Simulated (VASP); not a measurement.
# BaTiO3 (Pm-3m) in VASP: notebook, part 2 of 2

VASP 6.6.1.

### 3 Relaxation of cell and atoms, r2SCAN+D4

POSCAR

```
BaTiO3
1.0
    4.0060000000      0.0000000000      0.0000000000
    0.0000000000      4.0060000000      0.0000000000
    0.0000000000      0.0000000000      4.0060000000
Ba Ti O
1 1 3
Direct
    0.5000000000      0.5000000000      0.5000000000
    0.0000000000      0.0000000000      0.0000000000
    0.5000000000      0.0000000000      0.0000000000
    0.0000000000      0.5000000000      0.0000000000
    0.0000000000      0.0000000000      0.5000000000
```

INCAR.step1

```
SYSTEM = BaTiO3
ALGO = Normal
EDIFF = 1E-4
ENCUT = 600
GGA = PE
ISMEAR = 0
LASPH = .TRUE.
LCHARG = .FALSE.
LREAL = .FALSE.
LWAVE = .TRUE.
NELM = 60
PREC = Accurate
SIGMA = 0.01
```

INCAR.step2

```
SYSTEM = BaTiO3
ALGO = Normal
EDIFF = 1E-6
EDIFFG = -0.01
ENCUT = 600
IBRION = 2
ISIF = 3
ISMEAR = 0
ISTART = 1
IVDW = 13
LASPH = .TRUE.
LCHARG = .FALSE.
LMIXTAU = .TRUE.
LREAL = .FALSE.
LWAVE = .FALSE.
METAGGA = R2SCAN
NELM = 60
NSW = 80
PREC = Accurate
SIGMA = 0.01
VDW_A1 = 0.51559235
VDW_A2 = 5.77342911
VDW_S6 = 1.0
VDW_S8 = 0.6018749
```

KPOINTS

```
k-points
0
G
  3 3 3
  0 0 0
```

Potentials or basis: VASP PAW PBE potentials, release 64 (Ba_sv, Ti_sv, O).

Command:

```bash
> cat potpaw_PBE.64/Ba_sv/POTCAR potpaw_PBE.64/Ti_sv/POTCAR potpaw_PBE.64/O/POTCAR > POTCAR
> cp INCAR.step1 INCAR
> mpirun -np 1 vasp_std > vasp.out
> cp INCAR.step2 INCAR
> mpirun -np 1 vasp_std > vasp.out
```

OUTCAR:

```text
SYSTEM = BaTiO3
   EDIFF = 1E-6
   EDIFFG = -0.01
   ENCUT = 600
   IBRION = 2
   ISIF = 3
   ISMEAR = 0
   ISTART = 1
   IVDW = 13
   LASPH = .TRUE.
   LREAL = .FALSE.
   METAGGA = R2SCAN
   NELM = 60
   NSW = 80
   PREC = Accurate

 ion  position               nearest neighbor table
   1  0.500  0.500  0.500-   3 2.83   4 2.83   5 2.83   3 2.83   4 2.83   3 2.83   5 2.83   3 2.83
                             4 2.83   5 2.83   4 2.83   5 2.83   2 3.47   2 3.47   2 3.47   2 3.47
   2  0.000  0.000  0.000-   3 2.00   4 2.00   5 2.00   5 2.00   4 2.00   3 2.00   1 3.47   1 3.47
                             1 3.47   1 3.47   1 3.47   1 3.47   1 3.47   1 3.47
   3  0.500  0.000  0.000-   2 2.00   2 2.00   1 2.83   1 2.83   1 2.83   1 2.83
   4  0.000  0.500  0.000-   2 2.00   2 2.00   1 2.83   1 2.83   1 2.83   1 2.83
   5  0.000  0.000  0.500-   2 2.00   2 2.00   1 2.83   1 2.83   1 2.83   1 2.83

  LATTYP: Found a simple cubic cell.
 ALAT       =     4.0060000000

  Lattice vectors:

 A1 = (   4.0060000000,   0.0000000000,   0.0000000000)
 A2 = (   0.0000000000,   4.0060000000,   0.0000000000)
 A3 = (   0.0000000000,   0.0000000000,   4.0060000000)

Analysis of symmetry for initial positions (statically):
=====================================================================
 Subroutine PRICEL returns:
 Original cell was already a primitive cell.

 Routine SETGRP: Setting up the symmetry group for a
 simple cubic supercell.

 Subroutine GETGRP returns: Found 48 space group operations
 (whereof 48 operations were pure point group operations)
 out of a pool of 48 trial point group operations.

The static configuration has the point symmetry O_h .

Analysis of symmetry for dynamics (positions and initial velocities):
=====================================================================
 Subroutine PRICEL returns:
 Original cell was already a primitive cell.

 Routine SETGRP: Setting up the symmetry group for a
 simple cubic supercell.

 Subroutine GETGRP returns: Found 48 space group operations
 (whereof 48 operations were pure point group operations)
 out of a pool of 48 trial point group operations.

The dynamic configuration has the point symmetry O_h .

 Subroutine INISYM returns: Found 48 space group operations
 (whereof 48 operations are pure point group operations),
 and found     1 'primitive' translations

----------------------------------------------------------------------------------------

                                     Primitive cell

  volume of cell :      64.2884

  direct lattice vectors                    reciprocal lattice vectors
     4.006000000  0.000000000  0.000000000     0.249625562  0.000000000  0.000000000
     0.000000000  4.006000000  0.000000000     0.000000000  0.249625562  0.000000000
     0.000000000  0.000000000  4.006000000     0.000000000  0.000000000  0.249625562

  length of vectors
     4.006000000  4.006000000  4.006000000     0.249625562  0.249625562  0.249625562

  position of ions in fractional coordinates (direct lattice)
     0.500000000  0.500000000  0.500000000
     0.000000000  0.000000000  0.000000000
     0.500000000  0.000000000  0.000000000
     0.000000000  0.500000000  0.000000000
     0.000000000  0.000000000  0.500000000

  ion indices of the primitive-cell ions
   primitive index   ion index
                 1           1
                 2           2
                 3           3
                 4           4
                 5           5

----------------------------------------------------------------------------------------

 KPOINTS: k-points

Automatic generation of k-mesh.
 Grid dimensions read from file:
 generate k-points for:    3    3    3

 Generating k-lattice:

  Cartesian coordinates                     Fractional coordinates (reciprocal lattice)
     0.083208521  0.000000000  0.000000000     0.333333333  0.000000000  0.000000000
     0.000000000  0.083208521  0.000000000     0.000000000  0.333333333  0.000000000
     0.000000000  0.000000000  0.083208521     0.000000000  0.000000000  0.333333333

  Length of vectors
     0.083208521  0.083208521  0.083208521

  Shift w.r.t. Gamma in fractional coordinates (k-lattice)
     0.000000000  0.000000000  0.000000000

 Subroutine IBZKPT returns following result:
 ===========================================

 Found      4 irreducible k-points:

 Following reciprocal coordinates:
            Coordinates               Weight
  0.000000  0.000000  0.000000      1.000000
  0.333333  0.000000  0.000000      6.000000
  0.333333  0.333333  0.000000     12.000000
  0.333333  0.333333  0.333333      8.000000
   k-points           NKPTS =      4   k-points in BZ     NKDIM =      4   number of bands    NBANDS=     24
   number of dos      NEDOS =    301   number of ions     NIONS =      5
   total plane-waves  NPLWV =  32768
   dimension x,y,z NGX =    32 NGY =   32 NGZ =   32
   dimension x,y,z NGXF=    64 NGYF=   64 NGZF=   64
   ions per type =               1   1   3
   NGX,Y,Z   is equivalent  to a cutoff of  13.28, 13.28, 13.28 a.u.
   NGXF,Y,Z  is equivalent  to a cutoff of  26.56, 26.56, 26.56 a.u.
 SYSTEM =  BaTiO3
   PREC   = accura    normal or accurate (medium, high low for compatibility)
   ISTART =      1    job   : 0-new  1-cont  2-samecut
   ICHARG =      0    charge: 1-file 2-atom 10-const
   ISPIN  =      1    spin polarized calculation?
   LNONCOLLINEAR =      F non collinear calculations
   LSORBIT =      F    spin-orbit coupling
   LASPH  =      T    aspherical Exc in radial PAW
   ENCUT  =  600.0 eV  44.10 Ry    6.64 a.u.   8.00  8.00  8.00*2*pi/ulx,y,z
   NELM   =     60;   NELMIN=  2; NELMDL=  0     # of ELM steps
   EDIFF  = 0.1E-05   stopping-criterion for ELM
   LREAL  =      F    real-space projection
   EDIFFG = -.1E-01   stopping-criterion for IOM
   NSW    =     80    number of steps for IOM
   IBRION =      2    ionic relax: 0-MD 1-quasi-New 2-CG
   NFREE  =      1    steps in history (QN), initial steepest desc. (CG)
   ISIF   =      3    stress and relaxation
   ISYM   =      2    0-nonsym 1-usesym 2-fastsym
   POTIM  = 0.5000    time-step for ionic-motion
   TEBEG  =    0.0;   TEEND  =   0.0 temperature during run
   PSTRESS=    0.0 pullay stress
   NELECT =      40.0000    total number of electrons
   NUPDOWN=      -1.0000    fix difference up-down
   EMIN   =  10.00;   EMAX   =-10.00  energy-range for DOS
   EFERMI =   0.00;   METHOD = LEGACY
   ISMEAR =     0;   SIGMA  =   0.01  broadening in eV -4-tet -1-fermi 0-gaus
   EFERMI_NEDOS =   21; number of points for ismear=-14 and -15
   IALGO  =     38    algorithm
   IMIX   =      4    mixing-type and parameters
     AMIX     =   0.40;   BMIX     =  1.00
     AMIX_MAG =   1.60;   BMIX_MAG =  1.00
  volume/ion in A,a.u.               =      12.86        86.77
  Fermi-wavevector in a.u.,A,eV,Ry     =   1.397603  2.641087 26.576187  1.953295
  Thomas-Fermi vector in A             =   2.520843
   LORBIT       =      0    0 simple, 1 ext, 2 COOP (PROOUT), +10 PAW based schemes
   METAGGA = R2SCAN    functional components
   LHFCALC =     F    Hartree Fock is set to
   AEXX    =    0.0000 exact exchange contribution
   IVDW    =    13    specifies the selected vdW correction
   LEPSILON=     F    determine dielectric tensor
   LRPA    =     F    only Hartree local field effects (RPA)
 conjugate gradient relaxation of ions
 non-spin polarized calculation
 Gauss-broadening in eV      SIGMA  =   0.01
  energy-cutoff  :      600.00
  volume of cell :       64.29
 maximum number of plane-waves:      2151
   NGX = 17   NGY = 17   NGZ = 17

--------------------------------------- Ionic step        1  -------------------------------------------

 number of electron      39.9999998 magnetization

 Free energy of the ion-electron system (eV)
  ---------------------------------------------------
  ext. energy  EPLUGINS =         0.00000000
  ---------------------------------------------------
  free energy    TOTEN  =       -74.14876759 eV

  energy without entropy =      -74.14876759  energy(sigma->0) =      -74.14876759

------------------------ aborting loop because EDIFF is reached ----------------------------------------

  DFT-D4 for vdW energy calculation

  Edisp (eV):   -0.39779

  FORCE on cell =-STRESS in cart. coord.  units (eV):
  Direction    XX          YY          ZZ          XY          YZ          ZX
  --------------------------------------------------------------------------------------
  -------------------------------------------------------------------------------------
  Total      -0.24197    -0.24197    -0.24197     0.00000     0.00000    -0.00000
  in kB      -6.03036    -6.03036    -6.03036     0.00000     0.00000    -0.00000
  external pressure =       -6.03 kB  Pullay stress =        0.00 kB
[... 67 lines left out ...]
  energy  without entropy=      -74.5465097083  energy(sigma->0) =      -74.54650971

--------------------------------------- Ionic step        3  -------------------------------------------

 number of electron      39.9999996 magnetization

 Free energy of the ion-electron system (eV)
  ---------------------------------------------------
  ext. energy  EPLUGINS =         0.00000000
  ---------------------------------------------------
  free energy    TOTEN  =       -74.14770268 eV

  energy without entropy =      -74.14770268  energy(sigma->0) =      -74.14770268

 E-fermi :   3.5614     XC(G=0): -11.9233

 val. band max:        3.3998560647   @ k =   0.0000   0.0000   0.0000
 cond. band min:       5.6155595620   @ k =   0.0000   0.0000   0.0000
 fundamental gap:      2.2157034974
 Fermi energy:         3.5614012338

 k-point     1 :       0.0000    0.0000    0.0000
  band No.  band energies     occupation
      1     -55.4255      2.00000
      2     -30.5784      2.00000
      3     -30.5784      2.00000
      4     -30.5784      2.00000
      5     -21.9249      2.00000
      6     -14.3095      2.00000
[... 133 lines left out ...]
  FREE ENERGIE OF THE ION-ELECTRON SYSTEM (eV)
  ---------------------------------------------------
  free  energy   TOTEN  =       -74.5469784478 eV

  energy  without entropy=      -74.5469784478  energy(sigma->0) =      -74.54697845

 reached required accuracy - stopping structural energy minimisation
```

Run time: 3.6 min. Hardware: 1 thread of AMD EPYC 7R13, shared host; peak memory 0.17 GiB.

Results:

- Free energy: -74.5470 eV
- Relaxed volume: 12.81 Å³/atom
- Relaxed cell: a = 4.001 Å, b = 4.001 Å, c = 4.001 Å, α = 90.00°, β = 90.00°, γ = 90.00°
- Space group after relaxing (to 0.05 Å): Pm-3m (No. 221)
- Energy gained by relaxing: 0.1 meV/atom
- Ionic steps: 3
- Pressure after relaxing: 0.0 GPa
- Band gap on the k mesh: 2.22 eV, direct
- Dispersion energy per atom: -0.080 eV

The path:
```tsv
step	energy change (eV)	largest force (eV/Å)	pressure (GPa)	volume (Å³)
1	0.0000	0.0000	-0.60	64.29
2	0.0000	0.0000	0.66	63.84
3	-0.0004	0.0000	0.01	64.07
```

Final structure:
```
Ba Ti O
1.0
     4.00140    0.00000    0.00000
     0.00000    4.00140    0.00000
     0.00000    0.00000    4.00140
Ba Ti O
1 1 3
Direct
  0.50000 0.50000 0.50000
  0.00000 0.00000 0.00000
  0.50000 0.00000 0.00000
  0.00000 0.50000 0.00000
  0.00000 0.00000 0.50000
```

Levels at points of the mesh, in eV from the valence-band top:
| k point | band 18 | band 19 | band 20 | band 21 | band 22 | band 23 |
| --- | --- | --- | --- | --- | --- | --- |
| (0.00, 0.00, 0.00) | 0.00 | 0.00 | 0.00 | 2.22 | 2.22 | 2.22 |

Caveat: the k points lie up to 0.52 Å⁻¹ apart in the final cell; the PAW data sets were made with another functional, which shifts forces and pressure a little; spin-orbit coupling is left out, which moves the levels of the heavy elements. r2SCAN opens gaps a little over a GGA but as a rule still falls short of measured ones.
